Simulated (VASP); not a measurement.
Set up this calculation in VASP 6.6.1, as the native input.

| Quantity | Value |
| --- | --- |
| Task | single point |
| Functional | PBE |
| Potentials or basis | VASP PAW PBE potentials, release 64 (F) |
| Cutoff | 520 eV |
| k mesh | 10 × 10 × 4 |
| Occupations | gaussian, width 0.02 eV |
| Spin | no spin polarisation |
| Dipole correction | no |
| Further INCAR settings | ALGO = Normal; EDIFF = 1e-06; NBANDS = 22 |

The structure of F lies in POSCAR:

```
F
1.0
    2.8745561000     -1.6123574000     -0.0488074000
    2.9278889000      1.7017874000      0.0484774000
   -1.6209023911      0.1862042706      7.5175516770
F
4
Direct
    0.0473181852      0.0466718438      0.1027657214
    0.9441814471      0.9507424227      0.8907455327
    0.4930640596      0.5252835718      0.6015533664
    0.5154344899      0.4773003436      0.4049353794
```

This cell differs from its parent crystal: atoms moved at random and the cell strained at random.

One way to write it, as run:

INCAR

```
SYSTEM = F
ALGO = Normal
EDIFF = 1E-6
ENCUT = 520
GGA = PE
ISIF = 2
ISMEAR = 0
LASPH = .True.
LCHARG = .False.
LREAL = .False.
LWAVE = .False.
NBANDS = 22
NELM = 60
PREC = Accurate
SIGMA = 0.02
```

KPOINTS

```
k-points
0
Gamma
  10 10 4
  0 0 0
```

Potentials or basis: VASP PAW PBE potentials, release 64 (F).

Launch:

```console
$ cat potpaw_PBE.64/F/POTCAR > POTCAR
$ mpirun -np 1 vasp_std > vasp.out
```

It gave:

```
Pressure               : -7.0 GPa
Largest force          : 3.483 eV/Å
Band gap on the k mesh : 1.19 eV
```

Caveat: the cell differs from its parent crystal (atoms moved at random and the cell strained at random); the cell stands under tension; forces of over 1 eV/Å act on the atoms, so gaps and moduli don't describe the material at rest.

Wall time 4.8 min on 1 thread of Intel Xeon 8259CL (shared host), peak memory 0.35 GiB.
